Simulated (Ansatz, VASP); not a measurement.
# Two plane-wave programs on GaN

Contents of INCAR:

```
SYSTEM = GaN
PREC = Accurate ; ENCUT = 520
EDIFF = 1E-6 ; ISMEAR = 0
SIGMA = 0.05 ; LREAL = .False.
LASPH = .True. ; NELM = 100
ALGO = Normal ; ISIF = 2
LWAVE = .False. ; LCHARG = .False.
GGA = RP ; IVDW = 13
NBANDS = 16
```

Contents of KPOINTS:

```
Automatic mesh
0
Gamma
  10 10 10
  0 0 0
```

File POSCAR:

```
GaN
1.0
    0.0000000000      2.0696885014      2.0696885014
    2.0696885014      0.0000000000      2.0696885014
    2.0696885014      2.0696885014      0.0000000000
Ga N
1 1
Direct
    0.5000000000      0.5000000000      0.5000000000
    0.0000000000      0.0000000000      0.0000000000
```

Input for Ansatz:

```yaml
crystal:
  lattice:
    - [0.0, 2.0696885014, 2.0696885014]
    - [2.0696885014, 0.0, 2.0696885014]
    - [2.0696885014, 2.0696885014, 0.0]
  atoms:
    - { symbol: Ga, position: [0.5, 0.5, 0.5] }
    - { symbol: "N", position: [0.0, 0.0, 0.0] }
basis:
  ecutwfc: 420
  ecutrho_ratio: 4
kpoints:
  mp_grid: { grid: [10, 10, 10] }
hamiltonian:
  xc: rpbe
  dispersion: d4
scf:
  occupations: { method: gaussian, width: 0.05 }
output:
  forces: true
  stress: true
  eigenvalues: true
```

Alike in both runs: task single point; functional RPBE; dispersion D4; k mesh 10 × 10 × 10; occupations gaussian, width 0.05 eV; no spin polarisation.

|  | VASP | Ansatz |
| --- | --- | --- |
| version | VASP 6.6.1 | Ansatz 0.2.0 |
| potentials or method | VASP PAW PBE potentials, release 64 (Ga_d, N), cutoff 520 eV | scalar-relativistic, plane waves, PAW |
| valence electrons in the cell | 18 | 18 |

Ansatz gave:

| Property | Result |
| --- | --- |
| gap on the k mesh at the Fermi level (eV) | 1.14 |
| least direct gap on the mesh (eV) | 3.57 |
| pressure (GPa) | 10.4 |

Task: Which values does VASP return?

Result: gap on the k mesh at the Fermi level (eV): 1.12; least direct gap on the mesh (eV): 3.58; pressure (GPa): 11.4.

VASP's potentials were made for PBE, not for RPBE.
